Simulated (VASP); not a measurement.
A run of VASP 6.6.1:

The input INCAR:

```
SYSTEM = KCl
PREC = Accurate
ENCUT = 520
EDIFF = 1E-6
ISMEAR = -1
SIGMA = 0.03
LREAL = .False.
LASPH = .True.
NELM = 100
ALGO = Normal
ISIF = 2
LWAVE = .False.
LCHARG = .False.
GGA = PE
NBANDS = 15
```

The input KPOINTS:

```
Automatic mesh
0
Gamma
  7 7 7
  0 0 0
```

POSCAR

```
KCl
1.0
    0.0946830000      3.2034415000      3.2034415000
    3.2034415000      0.0946830000      3.2034415000
    3.2034415000      3.2034415000      0.0946830000
K Cl
1 1
Direct
    0.0000000000      0.0000000000      0.0000000000
    0.5000000000      0.5000000000      0.5000000000
```

Potentials or basis: VASP PAW PBE potentials, release 64 (K_sv, Cl).

The run is started by

```bash
$ cat potpaw_PBE.64/K_sv/POTCAR potpaw_PBE.64/Cl/POTCAR > POTCAR
$ mpirun -np 1 vasp_std > vasp.out
```

Hardware: 1 thread of AMD EPYC 7R43 64-Core Processor (Zen 3), on a shared host.

**Question.** How long does it take, and how much memory?

**Answer.** It took 50 s on 1 thread of AMD EPYC 7R43 64-Core Processor (Zen 3) (shared host), peak memory 0.18 GiB. Counts: scf iterations 13, k points 44.
